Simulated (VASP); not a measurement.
Set up this calculation in VASP 6.6.1, as the native input.

```yaml
Task: single point
Functional: PBE
Potentials_or_basis: VASP PAW PBE potentials, release 64 (Zr_sv, C)
Cutoff: 520 eV
k_mesh: 20 × 20 × 20
Occupations: gaussian, width 0.1 eV
Spin: no spin polarisation
Dipole_correction: no
Further_INCAR_settings: ALGO = Normal; EDIFF = 1e-06; NBANDS = 15
```

The structure of ZrC lies in POSCAR:

```
ZrC
1.0
    0.0000000000      2.3543844924      2.3543844924
    2.3543844924      0.0000000000      2.3543844924
    2.3543844924      2.3543844924      0.0000000000
Zr C
1 1
Direct
    0.5000000000      0.5000000000      0.5000000000
    0.0000000000      0.0000000000      0.0000000000
```

The input as run:

INCAR

```
  PREC = Accurate
  ENCUT = 520
  EDIFF = 1E-6
  ISMEAR = 0
  SIGMA = 0.1
  LREAL = F
  LASPH = T
  NELM = 100
  ALGO = Normal
  ISIF = 2
  LWAVE = F
  LCHARG = T
  GGA = PE
  LELF = T
  LVHAR = T
  NBANDS = 15
```

KPOINTS

```
Automatic mesh
0
Gamma
  20 20 20
```

Potentials or basis: VASP PAW PBE potentials, release 64 (Zr_sv, C).

Run with:

```sh
$ cat potpaw_PBE.64/Zr_sv/POTCAR potpaw_PBE.64/C/POTCAR > POTCAR
$ mpirun -np 1 vasp_std > vasp.out
```

It gave:

```json
{
  "Pressure": "0.2 GPa",
  "Band gap on the k mesh": "zero (band 8 reaches 10.49 eV, above the bottom of band 9 at 9.18 eV)"
}
```

It took 51 s on 1 thread of Intel(R) Xeon(R) 6975P-C (Granite Rapids) (shared host), peak memory 0.23 GiB.
